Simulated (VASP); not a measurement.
# Zn: single point with PBE

Zn:

```xyz
2
Lattice="2.6648 0.0500 0.0000 -1.2891 2.2828 0.0000 0.0000 0.0000 4.9467" Properties=species:S:1:pos:R:3 pbc="T T T"
Zn    0.0288    1.5385    1.2367
Zn    1.3468    0.7942    3.7100
```

This cell differs from its parent crystal: strain +0.0375 x Voigt [0, 0, 0, 0, 0, 1].

* Program: VASP 6.6.1
* Task: single point
* Functional: PBE
* Potentials or basis: VASP PAW PBE potentials, release 64 (Zn)
* Cutoff: 500 eV
* k mesh: 24 × 24 × 10
* Occupations: gaussian, width 0.15 eV
* Spin: no spin polarisation

```json
{
  "Pressure": "0.2 GPa",
  "Largest force": "0.012 eV/Å",
  "Band gap on the k mesh": "zero (bands 12 and 13 overlap by 4.71 eV)"
}
```

Forces in eV/Å, atoms in the order of the input:
```
Zn   0.011  0.006  0.000
Zn  -0.011 -0.006  0.000
```

Stress tensor (GPa, compression positive):
```
-0.21 -2.20  0.00
-2.20  0.02  0.00
 0.00  0.00  0.80
```

Levels at points of the mesh, in eV from the Fermi level:
| k point | band 10 | band 11 | band 12 | band 13 | band 14 | band 15 |
| --- | --- | --- | --- | --- | --- | --- |
| (0.00, 0.00, 0.00) | -7.11 | -7.08 | -3.63 | -3.04 | 13.62 | 16.77 |
| (0.50, 0.00, 0.00) | -6.91 | -3.01 | -2.41 | 2.42 | 3.29 | 3.80 |
| (0.00, 0.50, 0.00) | -6.90 | -2.83 | -2.15 | 2.63 | 3.55 | 4.10 |
| (0.50, 0.50, 0.00) | -6.88 | -2.65 | -1.91 | 2.86 | 3.82 | 4.40 |
| (0.00, 0.00, 0.50) | -7.19 | -7.16 | -7.16 | 4.59 | 4.59 | 18.01 |
| (0.50, 0.00, 0.50) | -6.92 | -2.03 | -2.03 | -0.17 | -0.17 | 9.91 |
| (0.00, 0.50, 0.50) | -6.90 | -1.86 | -1.86 | 0.13 | 0.13 | 10.14 |
| (0.50, 0.50, 0.50) | -6.89 | -1.68 | -1.68 | 0.43 | 0.43 | 10.37 |

Run time: 4.2 min on 1 thread of Intel(R) Xeon(R) 6975P-C (Granite Rapids), on a shared host, peak memory 0.78 GiB.

Caveat: the cell differs from its parent crystal (strain +0.0375 x Voigt [0, 0, 0, 0, 0, 1]).
